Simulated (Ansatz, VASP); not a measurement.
## Two plane-wave programs on MnHg

```
CELL_PARAMETERS angstrom
3.37344 0.00000 0.00000
0.00000 3.37344 0.00000
0.00000 0.00000 3.39909
ATOMIC_POSITIONS crystal
Mn 0.50000 0.50000 0.50000
Hg 0.00000 0.00000 0.00000
```

Alike in both runs: task single point; functional LDA; k mesh 9 × 9 × 9; occupations gaussian, width 0.3 eV; collinear spin.

```csv
,VASP,Ansatz
version,VASP 6.6.1,Ansatz 0.2.0
potentials or method,"VASP PAW LDA potentials, release 64 (Mn_pv, Hg), cutoff 520 eV","plane waves, PAW"
valence electrons in the cell,25,35
```

Ansatz gave:

- pressure (GPa): -12.4
- net moment per atom (μB): 1.96
- size of the moment on the site where the two differ most (μB): 3.86

Problem. What did VASP give for the same quantities?

Solution. Pressure (GPa): -12.6; net moment per atom (μB): 1.92; size of the moment on the site where the two differ most (μB): 3.72.

LDA's correlation is that of Perdew and Zunger in VASP and of Perdew and Wang (1992) in Ansatz. Site moments also hang on the region over which each program counts them. VASP's potentials hold 25 valence electrons a cell and Ansatz's 35, so a difference there can come from the potentials and not from the codes.

Spin-orbit coupling is off throughout.
